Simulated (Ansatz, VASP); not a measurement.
## Two plane-wave programs on SiC

```
Si C
1.0
     0.00000    2.17400    2.17400
     2.17400    0.00000    2.17400
     2.17400    2.17400    0.00000
Si C
1 1
Direct
  0.00000 0.00000 0.02602
  0.75000 0.75000 0.75000
```

Alike in both runs: task electric field gradients; functional PBE; k mesh 16 × 16 × 16; occupations fermi-dirac, width 0.05 eV; no spin polarisation.

|  | VASP | Ansatz |
| --- | --- | --- |
| version | VASP 6.6.1 | Ansatz 0.2.0 |
| potentials or method | VASP PAW PBE potentials, release 64 (Si, C) | PAW with Ansatz's default frozen-core files, scalar-relativistic |
| plane-wave cutoff (eV) | 520 | 420 |
| valence electrons in the cell | 8 | 8 |

VASP gave:

| Property | Result |
| --- | --- |
| pressure (GPa) | 5.5 |
| traceless stress, the component that is largest in VASP (GPa) | -3.90 |
| rms of the force components (eV/Å) | 0.915 |
| size of Vzz on the site where it differs most (V/Å²) | 21.7 |

**Question.** Which values does Ansatz return?

**Answer.** Pressure (GPa): 5.6; traceless stress, the component that is largest in VASP (GPa): -3.91; rms of the force components (eV/Å): 0.915; size of Vzz on the site where it differs most (V/Å²): 20.9.

Atom by atom the forces differ by 0.001 eV/Å (rms over components).
